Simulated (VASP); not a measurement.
Set up this calculation in VASP 6.6.1, as the native input.

```yaml
Task: relaxation of shape and atoms at fixed volume
Functional: PBEsol
Potentials_or_basis: VASP PAW PBE potentials, release 64 (Mg)
Cutoff: 600 eV
k_mesh: 18 × 18 × 8
Occupations: gaussian, width 0.1 eV
Spin: no spin polarisation
Dipole_correction: no
Further_INCAR_settings: ALGO = Fast; EDIFF = 1e-06; IBRION = 2; EDIFFG = -0.01; NSW = 50; ISIF = 4
```

The structure of Mg lies in POSCAR:

```
Mg
1.0
    3.2187473980      0.0000000000      0.0000000000
   -1.6093736990      2.7875170151      0.0000000000
    0.0000000000      0.0000000000      5.1642265213
Mg
2
Direct
    0.3333333333      0.6666666667      0.2500000000
    0.6666666667      0.3333333333      0.7500000000
```

The input as run:

INCAR

```
SYSTEM = Mg
PREC = Accurate
ENCUT = 600
EDIFF = 1E-6
ISMEAR = 0
SIGMA = 0.1
LREAL = .False.
LASPH = .True.
NELM = 60
ALGO = Fast
ISIF = 4
LWAVE = .False.
LCHARG = .False.
GGA = PS
IBRION = 2
NSW = 50
EDIFFG = -0.01
```

KPOINTS

```
regular mesh
0
Gamma
  18 18 8
  0 0 0
```

Potentials or basis: VASP PAW PBE potentials, release 64 (Mg).

Launch:

```sh
$ cat potpaw_PBE.64/Mg/POTCAR > POTCAR
$ mpirun -np 1 vasp_std > vasp.out
```

It gave:

```
Pressure after relaxing : -1.1 GPa
Band gap on the k mesh  : zero (bands 2 and 3 overlap by 2.15 eV)
```

Caveat: the relaxation stopped at its first step, so nothing moved; the PAW data sets were made with another functional, which shifts forces and pressure a little.

It took 30 s on 1 thread of Intel(R) Xeon(R) Platinum 8124M CPU @ 3.00GHz (Skylake/Cascade Lake) (shared host), peak memory 0.23 GiB.
